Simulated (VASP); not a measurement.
# Ir (Fm-3m) in VASP: single point with LDA

Aim: the single point of Ir with LDA.

All numbers are computed with VASP 6.6.1; they aren't measurements. Logs are shortened: lines on timing, memory, paths and dates and some standing lists are left out, and cuts for length are marked.

### Step 1. The cell of the first run

Symmetry: Fm-3m, No. 225, cubic system. Conventional cell: a = 3.811 Å, b = 3.811 Å, c = 3.811 Å, α = 90.00°, β = 90.00°, γ = 90.00°. Ir (site symmetry m-3m) has 12 Ir at 2.69 Å within 3.6 Å.

### Step 2. Single point, LDA

INCAR reads:

```
  PREC = Accurate
  ENCUT = 500
  EDIFF = 1E-6
  ISMEAR = 0
  SIGMA = 0.1
  LREAL = F
  LASPH = T
  NELM = 120
  ALGO = Normal
  ISIF = 2
  LWAVE = F
  LCHARG = T
  LELF = T
  LVHAR = T
  NBANDS = 10
  GGA_COMPAT = F
```

KPOINTS reads:

```
Automatic mesh
0
Gamma
  18 18 18
```

POSCAR reads:

```
Ir
1.0
    0.0000000000      1.9054476258      1.9054476258
    1.9054476258      0.0000000000      1.9054476258
    1.9054476258      1.9054476258      0.0000000000
Ir
1
Direct
    0.0000000000      0.0000000000      0.0000000000
```

Potentials or basis: VASP PAW LDA potentials, release 64 (Ir).

On the command line:

```bash
> cat potpaw_LDA.64/Ir/POTCAR > POTCAR
> mpirun -np 1 vasp_std > vasp.out
```

OUTCAR:

```text
PREC = Accurate
   ENCUT = 500
   EDIFF = 1E-6
   ISMEAR = 0
   LREAL = F
   LASPH = T
   NELM = 120
   ISIF = 2

 ion  position               nearest neighbor table
   1  0.000  0.000  0.000-

  LATTYP: Found a face centered cubic cell.
 ALAT       =     3.8108952516

  Lattice vectors:

 A1 = (   0.0000000000,   1.9054476258,   1.9054476258)
 A2 = (   1.9054476258,   0.0000000000,   1.9054476258)
 A3 = (   1.9054476258,   1.9054476258,   0.0000000000)

Analysis of symmetry for initial positions (statically):
=====================================================================
 Subroutine PRICEL returns:
 Original cell was already a primitive cell.

 Routine SETGRP: Setting up the symmetry group for a
 face centered cubic supercell.

 Subroutine GETGRP returns: Found 48 space group operations
 (whereof 48 operations were pure point group operations)
 out of a pool of 48 trial point group operations.

The static configuration has the point symmetry O_h .

Analysis of symmetry for dynamics (positions and initial velocities):
=====================================================================
 Subroutine PRICEL returns:
 Original cell was already a primitive cell.

 Routine SETGRP: Setting up the symmetry group for a
 face centered cubic supercell.

 Subroutine GETGRP returns: Found 48 space group operations
 (whereof 48 operations were pure point group operations)
 out of a pool of 48 trial point group operations.

The dynamic configuration has the point symmetry O_h .

 Subroutine INISYM returns: Found 48 space group operations
 (whereof 48 operations are pure point group operations),
 and found     1 'primitive' translations

----------------------------------------------------------------------------------------

                                     Primitive cell

  volume of cell :      13.8363

  direct lattice vectors                    reciprocal lattice vectors
     0.000000000  1.905447626  1.905447626    -0.262405533  0.262405533  0.262405533
     1.905447626  0.000000000  1.905447626     0.262405533 -0.262405533  0.262405533
     1.905447626  1.905447626  0.000000000     0.262405533  0.262405533 -0.262405533

  length of vectors
     2.694709875  2.694709875  2.694709875     0.454499715  0.454499715  0.454499715

  position of ions in fractional coordinates (direct lattice)
     0.000000000  0.000000000  0.000000000

  ion indices of the primitive-cell ions
   primitive index   ion index
                 1           1

----------------------------------------------------------------------------------------

 KPOINTS: Automatic mesh

Automatic generation of k-mesh.
 Grid dimensions read from file:
 generate k-points for:   18   18   18

 Generating k-lattice:

  Cartesian coordinates                     Fractional coordinates (reciprocal lattice)
    -0.014578085  0.014578085  0.014578085     0.055555556  0.000000000  0.000000000
     0.014578085 -0.014578085  0.014578085     0.000000000  0.055555556  0.000000000
     0.014578085  0.014578085 -0.014578085     0.000000000  0.000000000  0.055555556

  Length of vectors
     0.025249984  0.025249984  0.025249984

  Shift w.r.t. Gamma in fractional coordinates (k-lattice)
     0.000000000  0.000000000  0.000000000

 Subroutine IBZKPT returns following result:
 ===========================================

 Found    195 irreducible k-points:

 Following reciprocal coordinates:
            Coordinates               Weight
  0.000000  0.000000  0.000000      1.000000
  0.055556  0.000000  0.000000      8.000000
  0.111111  0.000000  0.000000      8.000000
  0.166667  0.000000  0.000000      8.000000
  0.222222  0.000000  0.000000      8.000000
  0.277778  0.000000  0.000000      8.000000
[... 16 lines left out ...]
 -0.277778  0.055556  0.000000     24.000000
 -0.222222  0.055556  0.000000     24.000000
 [... further k-points ...]
   k-points           NKPTS =    195   k-points in BZ     NKDIM =    195   number of bands    NBANDS=     10
   number of dos      NEDOS =    301   number of ions     NIONS =      1
   total plane-waves  NPLWV =   8000
   dimension x,y,z NGX =    20 NGY =   20 NGZ =   20
   dimension x,y,z NGXF=    40 NGYF=   40 NGZF=   40
   ions per type =               1
   NGX,Y,Z   is equivalent  to a cutoff of  12.34, 12.34, 12.34 a.u.
   NGXF,Y,Z  is equivalent  to a cutoff of  24.68, 24.68, 24.68 a.u.
 SYSTEM =  unknown system
   PREC   = accura    normal or accurate (medium, high low for compatibility)
   ISTART =      0    job   : 0-new  1-cont  2-samecut
   ICHARG =      2    charge: 1-file 2-atom 10-const
   ISPIN  =      1    spin polarized calculation?
   LNONCOLLINEAR =      F non collinear calculations
   LSORBIT =      F    spin-orbit coupling
   LASPH  =      T    aspherical Exc in radial PAW
   ENCUT  =  500.0 eV  36.75 Ry    6.06 a.u.   4.91  4.91  4.91*2*pi/ulx,y,z
   NELM   =    120;   NELMIN=  2; NELMDL= -5     # of ELM steps
   EDIFF  = 0.1E-05   stopping-criterion for ELM
   LREAL  =      F    real-space projection
   EDIFFG = 0.1E-04   stopping-criterion for IOM
   NSW    =      0    number of steps for IOM
   IBRION =     -1    ionic relax: 0-MD 1-quasi-New 2-CG
   NFREE  =      0    steps in history (QN), initial steepest desc. (CG)
   ISIF   =      2    stress and relaxation
   ISYM   =      2    0-nonsym 1-usesym 2-fastsym
   POTIM  = 0.5000    time-step for ionic-motion
   TEBEG  =    0.0;   TEEND  =   0.0 temperature during run
   PSTRESS=    0.0 pullay stress
   NELECT =       9.0000    total number of electrons
   NUPDOWN=      -1.0000    fix difference up-down
   EMIN   =  10.00;   EMAX   =-10.00  energy-range for DOS
   EFERMI =   0.00;   METHOD = LEGACY
   ISMEAR =     0;   SIGMA  =   0.10  broadening in eV -4-tet -1-fermi 0-gaus
   EFERMI_NEDOS =   21; number of points for ismear=-14 and -15
   IALGO  =     38    algorithm
   IMIX   =      4    mixing-type and parameters
     AMIX     =   0.40;   BMIX     =  1.00
     AMIX_MAG =   1.60;   BMIX_MAG =  1.00
  volume/ion in A,a.u.               =      13.84        93.37
  Fermi-wavevector in a.u.,A,eV,Ry     =   1.418454  2.680490 27.375090  2.012012
  Thomas-Fermi vector in A             =   2.539578
   LORBIT       =      0    0 simple, 1 ext, 2 COOP (PROOUT), +10 PAW based schemes
   GGA     = CA    functional components
   LHFCALC =     F    Hartree Fock is set to
   AEXX    =    0.0000 exact exchange contribution
   IVDW    =     0    specifies the selected vdW correction
   LEPSILON=     F    determine dielectric tensor
   LRPA    =     F    only Hartree local field effects (RPA)
 non-spin polarized calculation
 Gauss-broadening in eV      SIGMA  =   0.10
  energy-cutoff  :      500.00
  volume of cell :       13.84
 maximum number of plane-waves:       361
   NGX =  9   NGY =  9   NGZ =  9

 number of electron       9.0000001 magnetization

 Free energy of the ion-electron system (eV)
  ---------------------------------------------------
  ext. energy  EPLUGINS =         0.00000000
  ---------------------------------------------------
  free energy    TOTEN  =       -10.32841008 eV

  energy without entropy =      -10.32352083  energy(sigma->0) =      -10.32596545

 E-fermi :  10.7408     XC(G=0): -14.2681

 val. band max:       10.7333370823   @ k =   0.5000   0.2222   0.1111
 cond. band min:      10.7543691015   @ k =   0.3333   0.1111   0.0556
 fundamental gap:      0.0210320192
 Fermi energy:        10.7408237035

 k-point     1 :       0.0000    0.0000    0.0000
  band No.  band energies     occupation
      1      -0.6399      2.00000
      2       6.6543      2.00000
      3       6.6543      2.00000
      4       6.6543      2.00000
      5       9.4785      2.00000
      6       9.4785      2.00000
      7      25.0025      0.00000
      8      30.6752      0.00000
      9      30.6752      0.00000
     10      30.6752      0.00000

 k-point     2 :       0.0556    0.0000    0.0000
  band No.  band energies     occupation
      1      -0.4987      2.00000
      2       6.5779      2.00000
      3       6.7166      2.00000
      4       6.7166      2.00000
      5       9.4372      2.00000
      6       9.4372      2.00000
      7      25.2504      0.00000
      8      29.9351      0.00000
      9      30.9108      0.00000
     10      30.9108      0.00000

 k-point     3 :       0.1111    0.0000    0.0000
  band No.  band energies     occupation
      1      -0.0904      2.00000
      2       6.3826      2.00000
      3       6.8797      2.00000
      4       6.8797      2.00000
      5       9.3466      2.00000
      6       9.3466      2.00000
      7      25.9312      0.00000
      8      28.4849      0.00000
      9      31.5959      0.00000
     10      31.5959      0.00000

 k-point     4 :       0.1667    0.0000    0.0000
  band No.  band energies     occupation
      1       0.5330      2.00000
      2       6.1644      2.00000
      3       7.0639      2.00000
      4       7.0639      2.00000
      5       9.3094      2.00000
      6       9.3094      2.00000
      7      26.6284      0.00000
      8      27.1675      0.00000
      9      32.6679      0.00000
     10      32.6679      0.00000

 k-point     5 :       0.2222    0.0000    0.0000
  band No.  band energies     occupation
      1       1.2585      2.00000
      2       6.0788      2.00000
      3       7.1431      2.00000
      4       7.1431      2.00000
      5       9.4724      2.00000
      6       9.4724      2.00000
      7      25.3438      0.00000
      8      27.6339      0.00000
      9      34.0067      0.00000
     10      34.0067      0.00000

 k-point     6 :       0.2778    0.0000    0.0000
  band No.  band energies     occupation
      1       1.8905      2.00000
      2       6.3408      2.00000
      3       7.0618      2.00000
      4       7.0618      2.00000
      5       9.8930      2.00000
      6       9.8930      2.00000
      7      23.8242      0.00000
      8      27.3577      0.00000
      9      34.9552      0.00000
     10      34.9598      0.00000
[... 183 lines left out ...]
 k-point    21 :      -0.3889    0.0556    0.0000
  band No.  band energies     occupation
      1       2.4868      2.00000
      2       6.5905      2.00000
      3       6.7522      2.00000
      4       8.3408      2.00000
      5      10.9514      0.00290
      6      11.8449      0.00000
      7      19.8388      0.00000
      8      25.3008      0.00000
      9      30.7347      0.00000
     10      32.0840      0.00000

 k-point    22 :      -0.3333    0.0556    0.0000
  band No.  band energies     occupation
      1       2.4317      2.00000
      2       6.7612      2.00000
      3       6.9067      2.00000
      4       7.2502      2.00000
      5      10.3123      2.00000
      6      11.2583      0.00000
      7      21.6411      0.00000
      8      26.1145      0.00000
      9      31.6776      0.00000
     10      33.7551      0.00000

 k-point    23 :      -0.2778    0.0556    0.0000
  band No.  band energies     occupation
      1       2.1702      2.00000
      2       6.3630      2.00000
      3       6.9856      2.00000
      4       7.0937      2.00000
      5       9.6637      2.00000
      6      10.6225      1.90571
      7      23.4021      0.00000
      8      27.1834      0.00000
      9      32.7740      0.00000
     10      34.6991      0.00000

 k-point    24 :      -0.2222    0.0556    0.0000
  band No.  band energies     occupation
      1       1.6115      2.00000
      2       5.9846      2.00000
      3       7.1353      2.00000
      4       7.2277      2.00000
      5       9.1635      2.00000
      6      10.0617      2.00000
      7      24.9790      0.00000
      8      27.8251      0.00000
      9      33.0064      0.00000
     10      34.2389      0.00000

 [... further k-points ...]

------------------------ aborting loop because EDIFF is reached ----------------------------------------

  FORCE on cell =-STRESS in cart. coord.  units (eV):
  Direction    XX          YY          ZZ          XY          YZ          ZX
  --------------------------------------------------------------------------------------
  -------------------------------------------------------------------------------------
  Total        0.2240895      0.2240895      0.2240895     -0.0000000      0.0000000     -0.0000000
  in kB       25.9484322     25.9484322     25.9484322     -0.0000000      0.0000000     -0.0000000
  external PRESSURE =      25.9484322 kB  Pullay stress =       0.0000000 kB

 VOLUME and BASIS-vectors are now :
 -----------------------------------------------------------------------------
  energy-cutoff  :      500.00
  volume of cell :       13.84
      direct lattice vectors                 reciprocal lattice vectors
     0.000000000  1.905447626  1.905447626    -0.262405533  0.262405533  0.262405533
     1.905447626  0.000000000  1.905447626     0.262405533 -0.262405533  0.262405533
     1.905447626  1.905447626  0.000000000     0.262405533  0.262405533 -0.262405533

 POSITION                                       TOTAL-FORCE (eV/Angst)
 -----------------------------------------------------------------------------------
      0.00000      0.00000      0.00000         0.000000      0.000000     -0.000000
 -----------------------------------------------------------------------------------
    total drift:                                0.000000      0.000000     -0.000000

  FREE ENERGIE OF THE ION-ELECTRON SYSTEM (eV)
  ---------------------------------------------------
  free  energy   TOTEN  =       -10.3284100771 eV

  energy  without entropy=      -10.3235208275  energy(sigma->0) =      -10.32596545
```

Wall time 14 s (1 thread of Intel Xeon Platinum 8488C (Sapphire Rapids), shared host); peak memory 0.14 GiB.

Results:

* Free energy: -10.3284 eV
* Pressure: 2.6 GPa
* Band gap on the k mesh: zero (an odd number of electrons rules out a gap without spin polarisation)

Caveat: spin-orbit coupling is left out, which moves the levels of the heavy elements.
